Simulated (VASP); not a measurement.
# Re (P6_3/mmc) in VASP: further runs

The runs below take Re through single point, with PBE.

Everything below comes from runs of VASP 6.6.1. Logs are shortened: lines on timing, memory, paths and dates and some standing lists are left out, and cuts for length are marked.

## 1. The cell of the first run

Symmetry: P6_3/mmc, No. 194, hexagonal system. The conventional cell has a = 2.761 Å, b = 2.761 Å, c = 4.458 Å, α = 90.00°, β = 90.00°, γ = 120.00°. Re (site symmetry -6m2) has 12 Re at 2.74 to 2.76 Å within 3.6 Å.

## 2. Single point, PBE

Contents of INCAR:

```
PREC = Accurate
ENCUT = 520
EDIFF = 1E-6
ISMEAR = 0
SIGMA = 0.017
LREAL = F
LASPH = T
NELM = 100
ALGO = Normal
ISIF = 2
LWAVE = F
LCHARG = F
GGA = PE
NBANDS = 14
```

Contents of KPOINTS:

```
regular mesh
0
Gamma
  11 11 6
```

Contents of POSCAR:

```
Re
1.0
    2.7608000000      0.0000000000      0.0000000000
   -1.3804000000      2.3909229348      0.0000000000
    0.0000000000      0.0000000000      4.4582000000
Re
2
Direct
    0.6666666667      0.3333333333      0.7500000000
    0.3333333333      0.6666666667      0.2500000000
```

Potentials or basis: VASP PAW PBE potentials, release 64 (Re).

Launch:

```bash
cat potpaw_PBE.64/Re/POTCAR > POTCAR
mpirun -np 1 vasp_std > vasp.out
```

OUTCAR:

```text
PREC = Accurate
   ENCUT = 520
   EDIFF = 1E-6
   ISMEAR = 0
   LREAL = F
   LASPH = T
   NELM = 100
   ISIF = 2
   GGA = PE

 ion  position               nearest neighbor table
   1  0.667  0.333  0.750-   2 2.74   2 2.74   2 2.74   2 2.74   2 2.74   2 2.74
   2  0.333  0.667  0.250-   1 2.74   1 2.74   1 2.74   1 2.74   1 2.74   1 2.74

  LATTYP: Found a hexagonal cell.
 ALAT       =     2.7608000000
 C/A-ratio  =     1.6148217908

  Lattice vectors:

 A1 = (   2.7608000000,   0.0000000000,   0.0000000000)
 A2 = (  -1.3804000000,   2.3909229348,   0.0000000000)
 A3 = (   0.0000000000,   0.0000000000,   4.4582000000)

Analysis of symmetry for initial positions (statically):
=====================================================================
 Subroutine PRICEL returns:
 Original cell was already a primitive cell.

 Routine SETGRP: Setting up the symmetry group for a
 hexagonal supercell.

 Subroutine GETGRP returns: Found 24 space group operations
 (whereof 12 operations were pure point group operations)
 out of a pool of 24 trial point group operations.

The static configuration has the point symmetry D_3d.
 The point group associated with its full space group is D_6h.

Analysis of symmetry for dynamics (positions and initial velocities):
=====================================================================
 Subroutine PRICEL returns:
 Original cell was already a primitive cell.

 Routine SETGRP: Setting up the symmetry group for a
 hexagonal supercell.

 Subroutine GETGRP returns: Found 24 space group operations
 (whereof 12 operations were pure point group operations)
 out of a pool of 24 trial point group operations.

The dynamic configuration has the point symmetry D_3d.
 The point group associated with its full space group is D_6h.

 Subroutine INISYM returns: Found 24 space group operations
 (whereof 12 operations are pure point group operations),
 and found     1 'primitive' translations

----------------------------------------------------------------------------------------

                                     Primitive cell

  volume of cell :      29.4280

  direct lattice vectors                    reciprocal lattice vectors
     2.760800000  0.000000000  0.000000000     0.362213851  0.209124264  0.000000000
    -1.380400000  2.390922935  0.000000000     0.000000000  0.418248529  0.000000000
     0.000000000  0.000000000  4.458200000     0.000000000  0.000000000  0.224305774

  length of vectors
     2.760800000  2.760800000  4.458200000     0.418248529  0.418248529  0.224305774

  position of ions in fractional coordinates (direct lattice)
     0.666666667  0.333333333  0.750000000
     0.333333333  0.666666667  0.250000000

  ion indices of the primitive-cell ions
   primitive index   ion index
                 1           1
                 2           2

----------------------------------------------------------------------------------------

 KPOINTS: regular mesh

Automatic generation of k-mesh.
 Grid dimensions read from file:
 generate k-points for:   11   11    6

 Generating k-lattice:

  Cartesian coordinates                     Fractional coordinates (reciprocal lattice)
     0.032928532  0.019011297  0.000000000     0.090909091 -0.000000000  0.000000000
     0.000000000  0.038022594  0.000000000     0.000000000  0.090909091  0.000000000
     0.000000000  0.000000000  0.037384296     0.000000000  0.000000000  0.166666667

  Length of vectors
     0.038022594  0.038022594  0.037384296

  Shift w.r.t. Gamma in fractional coordinates (k-lattice)
     0.000000000  0.000000000  0.000000000

 Subroutine IBZKPT returns following result:
 ===========================================

 Found     64 irreducible k-points:

 Following reciprocal coordinates:
            Coordinates               Weight
  0.000000  0.000000  0.000000      1.000000
  0.090909 -0.000000  0.000000      6.000000
  0.181818 -0.000000  0.000000      6.000000
  0.272727 -0.000000  0.000000      6.000000
  0.363636 -0.000000  0.000000      6.000000
  0.454545 -0.000000  0.000000      6.000000
[... 16 lines left out ...]
  0.090909  0.090909  0.166667     12.000000
  0.181818  0.090909  0.166667     24.000000
 [... further k-points ...]
   k-points           NKPTS =     64   k-points in BZ     NKDIM =     64   number of bands    NBANDS=     14
   number of dos      NEDOS =    301   number of ions     NIONS =      2
   total plane-waves  NPLWV =  20736
   dimension x,y,z NGX =    24 NGY =   24 NGZ =   36
   dimension x,y,z NGXF=    48 NGYF=   48 NGZF=   72
   ions per type =               2
   NGX,Y,Z   is equivalent  to a cutoff of  14.45, 14.45, 13.42 a.u.
   NGXF,Y,Z  is equivalent  to a cutoff of  28.90, 28.90, 26.85 a.u.
 SYSTEM =  unknown system
   PREC   = accura    normal or accurate (medium, high low for compatibility)
   ISTART =      0    job   : 0-new  1-cont  2-samecut
   ICHARG =      2    charge: 1-file 2-atom 10-const
   ISPIN  =      1    spin polarized calculation?
   LNONCOLLINEAR =      F non collinear calculations
   LSORBIT =      F    spin-orbit coupling
   LASPH  =      T    aspherical Exc in radial PAW
   ENCUT  =  520.0 eV  38.22 Ry    6.18 a.u.   5.13  5.13  8.29*2*pi/ulx,y,z
   NELM   =    100;   NELMIN=  2; NELMDL= -5     # of ELM steps
   EDIFF  = 0.1E-05   stopping-criterion for ELM
   LREAL  =      F    real-space projection
   EDIFFG = 0.1E-04   stopping-criterion for IOM
   NSW    =      0    number of steps for IOM
   IBRION =     -1    ionic relax: 0-MD 1-quasi-New 2-CG
   NFREE  =      0    steps in history (QN), initial steepest desc. (CG)
   ISIF   =      2    stress and relaxation
   ISYM   =      2    0-nonsym 1-usesym 2-fastsym
   POTIM  = 0.5000    time-step for ionic-motion
   TEBEG  =    0.0;   TEEND  =   0.0 temperature during run
   PSTRESS=    0.0 pullay stress
   NELECT =      14.0000    total number of electrons
   NUPDOWN=      -1.0000    fix difference up-down
   EMIN   =  10.00;   EMAX   =-10.00  energy-range for DOS
   EFERMI =   0.00;   METHOD = LEGACY
   ISMEAR =     0;   SIGMA  =   0.02  broadening in eV -4-tet -1-fermi 0-gaus
   EFERMI_NEDOS =   21; number of points for ismear=-14 and -15
   IALGO  =     38    algorithm
   IMIX   =      4    mixing-type and parameters
     AMIX     =   0.40;   BMIX     =  1.00
     AMIX_MAG =   1.60;   BMIX_MAG =  1.00
  volume/ion in A,a.u.               =      14.71        99.29
  Fermi-wavevector in a.u.,A,eV,Ry     =   1.278000  2.415070 22.222174  1.633284
  Thomas-Fermi vector in A             =   2.410568
   LORBIT       =      0    0 simple, 1 ext, 2 COOP (PROOUT), +10 PAW based schemes
   GGA     = PE    functional components
   LHFCALC =     F    Hartree Fock is set to
   AEXX    =    0.0000 exact exchange contribution
   IVDW    =     0    specifies the selected vdW correction
   LEPSILON=     F    determine dielectric tensor
   LRPA    =     F    only Hartree local field effects (RPA)
 non-spin polarized calculation
 Gauss-broadening in eV      SIGMA  =   0.02
  energy-cutoff  :      520.00
  volume of cell :       29.43
 maximum number of plane-waves:       808
 NGX is ok and might be reduce to    24
   NGX = 11   NGY = 11   NGZ = 17

 number of electron      14.0000000 magnetization

 Free energy of the ion-electron system (eV)
  ---------------------------------------------------
  ext. energy  EPLUGINS =         0.00000000
  ---------------------------------------------------
  free energy    TOTEN  =       -24.84024395 eV

  energy without entropy =      -24.84017225  energy(sigma->0) =      -24.84020810

 E-fermi :   7.9197     XC(G=0): -13.7300

 val. band max:        7.8786284886   @ k =   0.1818  -0.0000   0.1667
 cond. band min:       7.9405271364   @ k =   0.3636   0.1818   0.3333
 fundamental gap:      0.0618986478
 Fermi energy:         7.9197133336

 k-point     1 :       0.0000    0.0000    0.0000
  band No.  band energies     occupation
      1      -1.9814      2.00000
      2       1.2630      2.00000
      3       6.3066      2.00000
      4       6.3088      2.00000
      5       6.3088      2.00000
      6       7.1457      2.00000
      7       7.1457      2.00000
      8       8.0728      0.00000
      9       8.0728      0.00000
     10       8.5015      0.00000
     11      11.2496      0.00000
     12      11.2496      0.00000
     13      17.9033      0.00000
     14      22.0333      0.00000

 k-point     2 :       0.0909   -0.0000    0.0000
  band No.  band energies     occupation
      1      -1.6457      2.00000
      2       1.5753      2.00000
      3       5.6732      2.00000
      4       6.6179      2.00000
      5       6.7986      2.00000
      6       6.9599      2.00000
      7       7.2615      2.00000
      8       7.4376      2.00000
      9       7.8215      2.00000
     10       8.0205      0.00000
     11      11.4173      0.00000
     12      12.5646      0.00000
     13      17.8786      0.00000
     14      22.7686      0.00000

 k-point     3 :       0.1818   -0.0000    0.0000
  band No.  band energies     occupation
      1      -0.7193      2.00000
      2       2.3157      2.00000
      3       5.0038      2.00000
      4       5.6221      2.00000
      5       6.3489      2.00000
      6       7.2633      2.00000
      7       7.5156      2.00000
      8       7.5976      2.00000
      9       7.6444      2.00000
     10       8.2777      0.00000
     11      11.7455      0.00000
     12      14.7684      0.00000
     13      17.6697      0.00000
     14      24.1972      0.00000
[... 324 lines left out ...]
 k-point    23 :       0.0909    0.0909    0.1667
  band No.  band energies     occupation
      1      -0.7140      2.00000
      2       2.1795      2.00000
      3       5.1739      2.00000
      4       5.3938      2.00000
      5       6.3201      2.00000
      6       6.8359      2.00000
      7       7.0532      2.00000
      8       7.6288      2.00000
      9       8.3645      0.00000
     10       8.4084      0.00000
     11      11.5144      0.00000
     12      13.2960      0.00000
     13      19.1607      0.00000
     14      23.4445      0.00000

 k-point    24 :       0.1818    0.0909    0.1667
  band No.  band energies     occupation
      1       0.3381      2.00000
      2       2.9690      2.00000
      3       4.3255      2.00000
      4       4.6714      2.00000
      5       5.9421      2.00000
      6       6.6297      2.00000
      7       7.2373      2.00000
      8       8.1856      0.00000
      9       8.8983      0.00000
     10       9.2886      0.00000
     11      11.6497      0.00000
     12      14.7067      0.00000
     13      19.0757      0.00000
     14      23.8276      0.00000

 [... further k-points ...]
[... 5 lines left out ...]
  --------------------------------------------------------------------------------------
  -------------------------------------------------------------------------------------
  Total        1.0566729      1.0566729      0.8760030     -0.0000000     -0.0000000      0.0000000
  in kB       57.5295611     57.5295611     47.6931596     -0.0000000     -0.0000000      0.0000000
  external PRESSURE =      54.2507606 kB  Pullay stress =       0.0000000 kB

 VOLUME and BASIS-vectors are now :
 -----------------------------------------------------------------------------
  energy-cutoff  :      520.00
  volume of cell :       29.43
      direct lattice vectors                 reciprocal lattice vectors
     2.760800000  0.000000000  0.000000000     0.362213851  0.209124264  0.000000000
    -1.380400000  2.390922935  0.000000000     0.000000000  0.418248529  0.000000000
     0.000000000  0.000000000  4.458200000     0.000000000  0.000000000  0.224305774

 POSITION                                       TOTAL-FORCE (eV/Angst)
 -----------------------------------------------------------------------------------
      1.38040      0.79697      3.34365         0.000000      0.000000      0.000000
     -0.00000      1.59395      1.11455        -0.000000      0.000000      0.000000
 -----------------------------------------------------------------------------------
    total drift:                               -0.000000      0.000000     -0.000000

  FREE ENERGIE OF THE ION-ELECTRON SYSTEM (eV)
  ---------------------------------------------------
  free  energy   TOTEN  =       -24.8402439529 eV

  energy  without entropy=      -24.8401722494  energy(sigma->0) =      -24.84020810
```

Wall time 32 s (1 thread of Intel Xeon 8259CL, shared host); peak memory 0.17 GiB.

What came out:

```yaml
Free_energy: -24.8402 eV
Pressure: 5.4 GPa
Band_gap_on_the_k_mesh: zero (bands 7 and 8 overlap by 3.05 eV)
```

Caveat: the cell stands under pressure; spin-orbit coupling is left out, which moves the levels of the heavy elements.

## 3. Single point, PBE

Contents of INCAR:

```
  PREC = Accurate
  ENCUT = 520
  EDIFF = 1E-6
  ISMEAR = 0
  SIGMA = 0.018000000000000002
  LREAL = False
  LASPH = True
  NELM = 100
  ALGO = Fast
  ISIF = 2
  LWAVE = False
  LCHARG = False
  GGA = PE
  NBANDS = 14
```

KPOINTS is that of step 2.

POSCAR is that of step 2.

Potentials or basis: VASP PAW PBE potentials, release 64 (Re).

Launch:

```bash
cat potpaw_PBE.64/Re/POTCAR > POTCAR
mpirun -np 1 vasp_std > vasp.out
```

Wall time 39 s (1 thread of Intel Xeon 8259CL, shared host); peak memory 0.16 GiB.

The run converged. Its results:

* Free energy: -24.8402 eV
* Pressure: 5.5 GPa
* Band gap on the k mesh: zero (bands 7 and 8 overlap by 3.05 eV)

Stress tensor (GPa, compression positive):
```
5.80 0.00 0.00
0.00 5.80 0.00
0.00 0.00 4.82
```

Levels at points of the mesh, in eV from the Fermi level:
```csv
k point,band 4,band 5,band 6,band 7,band 8,band 9,band 10,band 11
"(0.00, 0.00, 0.00)",-1.61,-1.61,-0.77,-0.77,0.15,0.15,0.58,3.33
"(0.00, 0.00, 0.50)",-2.42,-1.74,-1.74,-1.74,-1.74,2.51,2.51,2.51
```

Caveat: the cell stands under pressure; spin-orbit coupling is left out, which moves the levels of the heavy elements.

## 4. Single point, PBE

Contents of INCAR:

```
ALGO     = Normal         # electronic algorithm
EDIFF    = 1E-6           # SCF threshold, eV
ENCUT    = 520            # plane-wave cutoff, eV
GGA      = PE             # functional
ISIF     = 2              # what is computed and relaxed
ISMEAR   = 0              # smearing method
LASPH    = True           # aspherical terms in the spheres
LCHARG   = False          # write CHGCAR
LREAL    = False          # projectors in reciprocal space
LWAVE    = False          # write WAVECAR
NBANDS   = 14             # bands
NELM     = 100            # most SCF steps
PREC     = Accurate       # precision mode
SIGMA    = 0.019000000000000003 # smearing width, eV
```

Contents of KPOINTS:

```
k-points
0
Gamma
  11 11 6
```

POSCAR is that of step 3.

Launch:

```bash
cat potpaw_PBE.64/Re/POTCAR > POTCAR
mpirun -np 1 vasp_std > vasp.out
```

It took 33 s on 1 thread of Intel Xeon 8259CL, shared host; peak memory 0.17 GiB.

Results (log left out):

* Free energy: -24.8403 eV
* Pressure: 5.4 GPa
* Band gap on the k mesh: zero (bands 7 and 8 overlap by 3.05 eV)

Stress tensor (GPa, compression positive):
```
5.75 0.00 0.00
0.00 5.75 0.00
0.00 0.00 4.77
```

Levels at points of the mesh, in eV from the Fermi level:
| k point | band 5 | band 6 | band 7 | band 8 | band 9 | band 10 |
| --- | --- | --- | --- | --- | --- | --- |
| (0.00, 0.00, 0.00) | -1.61 | -0.77 | -0.77 | 0.16 | 0.16 | 0.58 |
| (0.00, 0.00, 0.50) | -1.74 | -1.74 | -1.74 | -1.74 | 2.52 | 2.52 |

Caveat: the cell stands under pressure; spin-orbit coupling is left out, which moves the levels of the heavy elements.

## 5. Single point, PBE

Contents of INCAR:

```
SYSTEM = Re
PREC     = Accurate       ! precision mode
ENCUT    = 520            ! plane-wave cutoff, eV
EDIFF    = 1E-7           ! SCF threshold, eV
ISMEAR   = 0              ! smearing method
SIGMA    = 0.022          ! smearing width, eV
LREAL    = .False.        ! projectors in reciprocal space
LASPH    = .True.         ! aspherical terms in the spheres
NELM     = 100            ! most SCF steps
ALGO     = Normal         ! electronic algorithm
ISIF     = 2              ! what is computed and relaxed
LWAVE    = .False.        ! write WAVECAR
LCHARG   = .True.         ! write CHGCAR
GGA      = PE             ! functional
LELF     = .True.         ! ELF
LVHAR    = .True.       
NBANDS   = 14             ! bands
```

Contents of KPOINTS:

```
regular mesh
0
Gamma
  11 11 6
  0 0 0
```

POSCAR is that of step 4.

Launch:

```bash
cat potpaw_PBE.64/Re/POTCAR > POTCAR
mpirun -np 1 vasp_std > vasp.out
```

It took 42 s on 1 thread of Intel Xeon 8259CL, shared host; peak memory 0.17 GiB.

It converged, with:

```yaml
Free_energy: -24.8403 eV
Pressure: 5.4 GPa
Band_gap_on_the_k_mesh: zero (bands 7 and 8 overlap by 3.05 eV)
```

Stress tensor (GPa, compression positive):
```
5.74 0.00 0.00
0.00 5.74 0.00
0.00 0.00 4.76
```

Levels at points of the mesh, in eV from the Fermi level:
| k point | band 4 | band 5 | band 6 | band 7 | band 8 | band 9 | band 10 | band 11 |
| --- | --- | --- | --- | --- | --- | --- | --- | --- |
| (0.00, 0.00, 0.00) | -1.61 | -1.61 | -0.77 | -0.77 | 0.16 | 0.16 | 0.59 | 3.34 |
| (0.00, 0.00, 0.50) | -2.41 | -1.74 | -1.74 | -1.74 | -1.74 | 2.52 | 2.52 | 2.52 |

Caveat: the cell stands under pressure; spin-orbit coupling is left out, which moves the levels of the heavy elements.

## 6. The runs side by side

| smearing | gap on the mesh (eV) | pressure (GPa) |
| --- | --- | --- |
| gaussian 0.017 eV | none | 5.4 |
| gaussian 0.018 eV | none | 5.5 |
| gaussian 0.019 eV | none | 5.4 |
| gaussian 0.022 eV | none | 5.4 |

Alike in all rows: task single point; level PBE; potentials or basis VASP PAW PBE potentials, release 64 (Re); no spin polarisation; cell as given; k mesh 11 × 11 × 6; cutoff (eV) 520.

Caveats: the cell stands under pressure; spin-orbit coupling is left out, which moves the levels of the heavy elements.

Absolute energies hang on the potentials; compare differences alone.
